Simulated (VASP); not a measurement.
Wanted: the native input for a VASP 6.6.1 run.

```yaml
Task: single point
Functional: r2SCAN
Potentials_or_basis: VASP PAW PBE potentials, release 64 (Cd, C)
Cutoff: 520 eV
k_mesh: 4 × 4 × 4
Occupations: gaussian, width 0.1 eV
Spin: no spin polarisation
Dipole_correction: no
Further_INCAR_settings: ALGO = Normal; EDIFF = 1e-06; NBANDS = 28
```

Crystal: Cd3C.

```
Cd C
1.0
     4.26080    0.00000    0.00000
     0.00000    4.26080    0.00000
     0.00000    0.00000    4.26080
Cd C
3 1
Direct
  0.00000 0.50000 0.50000
  0.50000 0.00000 0.50000
  0.50000 0.50000 0.00000
  0.00000 0.00000 0.00000
```

One way to write it, as run:

POSCAR

```
Cd3C
1.0
    4.2608049762      0.0000000000      0.0000000000
    0.0000000000      4.2608049762      0.0000000000
    0.0000000000      0.0000000000      4.2608049762
Cd C
3 1
Direct
    0.0000000000      0.5000000000      0.5000000000
    0.5000000000      0.0000000000      0.5000000000
    0.5000000000      0.5000000000      0.0000000000
    0.0000000000      0.0000000000      0.0000000000
```

INCAR.step1

```
SYSTEM = Cd3C
ALGO = Normal
EDIFF = 1E-4
ENCUT = 520
GGA = PE
ISMEAR = 0
LASPH = .TRUE.
LCHARG = .FALSE.
LREAL = .FALSE.
LWAVE = .TRUE.
NBANDS = 28
NELM = 80
PREC = Accurate
SIGMA = 0.1
```

INCAR.step2

```
SYSTEM = Cd3C
ALGO = Normal
EDIFF = 1E-6
ENCUT = 520
ISIF = 2
ISMEAR = 0
ISTART = 1
LASPH = .TRUE.
LCHARG = .TRUE.
LELF = .TRUE.
LMIXTAU = .TRUE.
LREAL = .FALSE.
LVHAR = .TRUE.
LWAVE = .FALSE.
METAGGA = R2SCAN
NBANDS = 28
NELM = 80
PREC = Accurate
SIGMA = 0.1
```

KPOINTS

```
k-points
0
G
  4 4 4
  0 0 0
```

Potentials or basis: VASP PAW PBE potentials, release 64 (Cd, C).

Run with:

```sh
$ cat potpaw_PBE.64/Cd/POTCAR potpaw_PBE.64/C/POTCAR > POTCAR
$ cp INCAR.step1 INCAR
$ mpirun -np 1 vasp_std > vasp.out
$ cp INCAR.step2 INCAR
$ mpirun -np 1 vasp_std > vasp.out
```

It gave:

```
Pressure               : -6.0 GPa
Band gap on the k mesh : zero (bands 20 and 21 overlap by 0.97 eV)
```

Caveat: the k points lie up to 0.37 Å⁻¹ apart, too coarse for converged energies and pressures of a metal; the PAW data sets were made with another functional, which shifts forces and pressure a little.

Run time: 2.2 min on 1 thread of Oxide Virtual Turin-like Processor, on a shared host, peak memory 0.15 GiB.
